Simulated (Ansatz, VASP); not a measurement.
## Two plane-wave programs on La5HgBr3

File INCAR:

```
PREC = Accurate
ENCUT = 520
EDIFF = 1E-6
ISMEAR = 0
SIGMA = 0.1
LREAL = False
LASPH = True
NELM = 60
ALGO = Normal
ISIF = 2
LWAVE = False
LCHARG = False
GGA = PE
NBANDS = 54
```

KPOINTS

```
Automatic mesh
0
Gamma
  3 3 4
```

The input POSCAR:

```
La5HgBr3
1.0
    7.9428196700      0.0000000000      0.0000000000
   -3.9714098300      6.8786836100      0.0000000000
    0.0000000000      0.0000000000      4.8421524000
La Hg Br
5 1 3
Direct
    0.2329772300      0.0000000000      0.5000000000
    0.0000000000      0.2329772300      0.5000000000
    0.7670227700      0.7670227700      0.5000000000
    0.3333333300      0.6666666700      0.5000000000
    0.6666666700      0.3333333300      0.5000000000
    0.0000000000      0.0000000000      0.0000000000
    0.5964750600      0.0000000000      0.0000000000
    0.0000000000      0.5964750600      0.0000000000
    0.4035249400      0.4035249400      0.0000000000
```

Input for Ansatz:

```yaml
crystal:
  lattice:
    - [7.94281967, 0.0, 0.0]
    - [-3.97140983, 6.87868361, 0.0]
    - [0.0, 0.0, 4.8421524]
  atoms:
    - { symbol: La, position: [0.23297723, 0.0, 0.5] }
    - { symbol: La, position: [0.0, 0.23297723, 0.5] }
    - { symbol: La, position: [0.76702277, 0.76702277, 0.5] }
    - { symbol: La, position: [0.33333333, 0.66666667, 0.5] }
    - { symbol: La, position: [0.66666667, 0.33333333, 0.5] }
    - { symbol: Hg, position: [0.0, 0.0, 0.0] }
    - { symbol: Br, position: [0.59647506, 0.0, 0.0] }
    - { symbol: Br, position: [0.0, 0.59647506, 0.0] }
    - { symbol: Br, position: [0.40352494, 0.40352494, 0.0] }
basis:
  ecutwfc: 420
kpoints:
  mp_grid: { grid: [3, 3, 4] }
hamiltonian:
  xc: pbe
scf:
  occupations: { method: gaussian, width: 0.1 }
  lower_state_search: "off"
output:
  forces: true
  stress: true
  eigenvalues: true
```

Change from the starting cell: species swapped into the Lu3Ga5Co type (P-62m, No. 189).

Alike in both runs: task single point; functional PBE; k mesh 3 × 3 × 4; occupations gaussian, width 0.1 eV; no spin polarisation.

```csv
,VASP,Ansatz
version,VASP 6.6.1,Ansatz 0.2.0
potentials or method,"VASP PAW PBE potentials, release 64 (La, Hg, Br), cutoff 520 eV","scalar-relativistic, plane waves, PAW"
valence electrons in the cell,88,96
```

Ansatz gave:

- gap on the k mesh at the Fermi level (eV): none
- pressure (GPa): 5.3
- traceless stress, the component that is largest in VASP (GPa): -0.92
- rms of the force components (eV/Å): 0.269

Task: Which values does VASP return?

Result: gap on the k mesh at the Fermi level (eV): none; pressure (GPa): 5.3; traceless stress, the component that is largest in VASP (GPa): -0.92; rms of the force components (eV/Å): 0.273.

Atom by atom the forces differ by 0.004 eV/Å (rms over components). A gap of «none» marks a metal or a gap that the smearing closes. VASP's potentials hold 88 valence electrons a cell and Ansatz's 96, so a difference there can come from the potentials and not from the codes.

Neither program's run includes spin-orbit coupling.
